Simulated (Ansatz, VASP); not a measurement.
**Two plane-wave programs on Zn8O7**

```
Zn O
1.0
    -3.22000   -5.57720    0.00000
     4.83000   -2.78860    0.00000
     0.00000    0.00000    5.20000
Zn O
8 7
Cartesian
  0.1935 -3.8321 -0.0601
  1.6088 -4.6491 2.8753
  3.0797 -3.8158 -0.0435
  -0.0169 -1.8847 2.5697
  1.5857 -0.9174 -0.0301
  3.2285 -1.8659 2.5743
  1.6227 -6.3378 -0.0440
  -1.5986 -4.6237 2.5697
  0.0741 -3.7633 1.9421
  3.1629 -3.7561 1.9607
  -0.0371 -1.9088 4.5758
  1.5962 -0.9239 1.9630
  3.2465 -1.8763 4.5823
  1.6126 -6.4412 1.9602
  -1.5877 -4.5936 4.5758
```

Alike in both runs: functional PBEsol; k mesh 2 × 3 × 3; occupations fermi-dirac, width 0.05 eV; no spin polarisation.

Ansatz relaxed the structure, and its values are those at the end. VASP's run is a single point on that final structure, the one shown.

|  | VASP | Ansatz |
| --- | --- | --- |
| version | VASP 6.6.1 | Ansatz 0.2.0 |
| potentials or method | VASP PAW PBE potentials, release 64 (Zn, O), cutoff 520 eV | scalar-relativistic, plane waves, PAW |
| valence electrons in the cell | 138 | 138 |

|  | VASP | Ansatz | Ansatz less VASP |
| --- | --- | --- | --- |
| rms of the force components (eV/Å) | 0.014 | 0.004 | -0.0102 |

VASP's potentials were made for PBE, not for PBEsol, and Ansatz warns of the same on its side.

The k mesh is coarse, so the values compare programs but aren't converged.
